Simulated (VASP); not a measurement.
## Al6H: single point with PBE

System: Al6H, a slab with vacuum.

```
Al H
1.0
     5.71352    0.00000    0.00000
     0.00000    5.71352    0.00000
     0.00000    0.00000   22.17470
Al H
12 2
Direct
  0.25000 0.25000 0.18039
  0.25000 0.75000 0.18039
  0.75000 0.25000 0.18039
  0.75000 0.75000 0.18039
  0.00000 0.00000 0.27441
  0.00000 0.50000 0.27441
  0.50000 0.00000 0.27441
  0.50000 0.50000 0.27441
  0.25000 0.25000 0.36865
  0.25000 0.75000 0.36865
  0.75000 0.25000 0.36865
  0.75000 0.75000 0.36865
  0.00000 0.89665 0.48590
  0.00000 0.10335 0.48590
```

```json
{
 "Program": "VASP 6.6.1",
 "Task": "single point",
 "Functional": "PBE",
 "Potentials or basis": "VASP PAW PBE potentials, release 64 (Al, H)",
 "Cutoff": "520 eV",
 "k mesh": "5 × 5 × 1",
 "Occupations": "gaussian, width 0.1 eV",
 "Spin": "no spin polarisation",
 "Dipole correction": "yes",
 "Further INCAR settings": "ALGO = Normal; EDIFF = 1e-06; NBANDS = 32"
}
```

The largest force is 4.253 eV/Å and the band gap on the k mesh is zero (bands 19 and 20 overlap by 0.60 eV).

Forces in eV/Å, atoms in the order of the input:
```
Al  -0.003  0.010  0.021
Al  -0.003 -0.010  0.021
Al   0.003  0.010  0.021
Al   0.003 -0.010  0.021
Al   0.000  0.000  0.005
Al   0.000  0.000 -0.001
Al   0.000  0.000 -0.014
Al   0.000  0.000  0.031
Al   0.027  0.044 -0.045
Al   0.027 -0.044 -0.045
Al  -0.027  0.044 -0.045
Al  -0.027 -0.044 -0.045
H    0.000  4.253  0.036
H    0.000 -4.253  0.036
```

Levels at points of the mesh, in eV from the Fermi level:
```tsv
k point	band 15	band 16	band 17	band 18	band 19	band 20	band 21	band 22	band 23	band 24
(0.00, 0.00, 0.00)	-1.55	-0.84	-0.78	-0.68	-0.34	0.01	0.03	0.05	0.07	1.51
```

Wall time 16 min on 1 thread of Intel Xeon 8259CL, on a shared host, peak memory 0.7 GiB.
